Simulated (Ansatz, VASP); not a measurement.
# TiTe2: VASP beside Ansatz

INCAR

```
SYSTEM = TiTe2
PREC = Accurate
ENCUT = 520
EDIFF = 1E-6
ISMEAR = 0
SIGMA = 0.15
LREAL = .FALSE.
LASPH = .TRUE.
NELM = 100
ALGO = Normal
ISIF = 2
LWAVE = .FALSE.
LCHARG = .FALSE.
GGA = PE
NBANDS = 19
```

The input KPOINTS:

```
Automatic mesh
0
G
  12 12 8
  0 0 0
```

Contents of POSCAR:

```
TiTe2
1.0
    3.7770008876      0.0000000000      0.0000000000
   -1.8885004438      3.2709787188      0.0000000000
    0.0000000000      0.0000000000      6.4980000000
Ti Te
1 2
Direct
   -0.0090261548     -0.0180523096      0.0071162204
    0.6666666667      0.3333333333      0.2628000000
    0.3333333333      0.6666666667      0.7372000000
```

Input for Ansatz:

```yaml
crystal:
  lattice:
    - [3.7770008876, 0.0, 0.0]
    - [-1.8885004438, 3.2709787188, 0.0]
    - [0.0, 0.0, 6.498]
  atoms:
    - { symbol: Ti, position: [-0.0090261548, -0.0180523096, 0.0071162204] }
    - { symbol: Te, position: [0.6666666667, 0.3333333333, 0.2628] }
    - { symbol: Te, position: [0.3333333333, 0.6666666667, 0.7372] }
basis:
  ecutwfc: 420
kpoints:
  mp_grid: { grid: [12, 12, 8] }
hamiltonian:
  xc: pbe
scf:
  occupations: { method: gaussian, width: 0.15 }
output:
  forces: true
  stress: true
  eigenvalues: true
  write_density: true
  write_potential: true
  elf: true
  volumetric_format: npy
```

Change from the starting cell: all Ti atoms moved +0.075 Å, as atom 1 towards its neighbour atom 2 (Te) at 2.770 Å.

Alike in both runs: task single point; functional PBE; k mesh 12 × 12 × 8; occupations gaussian, width 0.15 eV; no spin polarisation.

|  | VASP | Ansatz |
| --- | --- | --- |
| version | VASP 6.6.1 | Ansatz 0.2.0 |
| potentials or method | VASP PAW PBE potentials, release 64 (Ti_sv, Te), cutoff 520 eV | scalar-relativistic, plane waves, PAW |
| valence electrons in the cell | 24 | 44 |

```tsv
	VASP	Ansatz	Ansatz less VASP
gap on the k mesh at the Fermi level (eV)	none	none	-
pressure (GPa)	1.0	1.1	+0.02
traceless stress, the component that is largest in VASP (GPa)	0.65	0.64	-0.004
rms of the force components (eV/Å)	0.228	0.227	-0.0009
```

Atom by atom the forces differ by 0.005 eV/Å (rms over components). A gap of «none» marks a metal or a gap that the smearing closes. VASP's potentials hold 24 valence electrons a cell and Ansatz's 44, so a difference there can come from the potentials and not from the codes.

Neither program's run includes spin-orbit coupling.
